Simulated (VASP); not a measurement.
## In2As2F: single point with PBE+D3(BJ)

System: In2As2F, a slab with vacuum.

```
As In F
1.0
     4.32207    0.00000    0.00000
    -2.16104    3.74302    0.00000
     0.00000    0.00000   21.73869
As In F
2 2 1
Direct
  0.00000 0.00000 0.18400
  0.33333 0.66667 0.35571
  0.33333 0.66667 0.22459
  0.66667 0.33333 0.38819
  0.66667 0.22222 0.50319
```

| Property | Result |
| --- | --- |
| Program | VASP 6.6.1 |
| Task | single point |
| Functional | PBE |
| Dispersion | D3(BJ) |
| Potentials or basis | VASP PAW PBE potentials, release 64 (As, In_d, F) |
| Cutoff | 520 eV |
| k mesh | 6 × 6 × 1 |
| Occupations | gaussian, width 0.1 eV |
| Spin | no spin polarisation |
| Dipole correction | yes |
| Further INCAR settings | ALGO = Normal; EDIFF = 1e-06; NBANDS = 30 |

```yaml
Largest_force: 2.692 eV/Å
Band_gap_on_the_k_mesh: zero (an odd number of electrons rules out a gap without spin polarisation)
Dispersion_energy_per_atom: -0.176 eV
```

Forces on the atoms (eV/Å):
```
As   0.003 -0.003  0.000
As   0.017 -0.045 -0.764
In  -0.003  0.005  0.532
In   0.169 -0.268  2.673
F   -0.187  0.311 -2.442
```

Levels at points of the mesh, in eV from the Fermi level:
```csv
k point,band 20,band 21,band 22,band 23,band 24,band 25
"(0.00, 0.00, 0.00)",-0.07,0.26,0.26,1.04,1.36,4.47
"(0.50, 0.00, 0.00)",-0.34,-0.17,-0.14,2.23,2.51,3.28
"(0.00, 0.50, 0.00)",-0.37,-0.17,-0.13,2.18,2.51,3.35
"(0.50, 0.50, 0.00)",-0.32,-0.16,-0.14,2.29,2.50,3.22
```

It took 16 min on 1 thread of AMD EPYC 7571, on a shared host, peak memory 0.49 GiB.

Caveat: spin-orbit coupling is left out, which moves the levels of the heavy elements; an odd number of electrons without spin polarisation forces a metal; a magnetic or distorted state may lie lower.
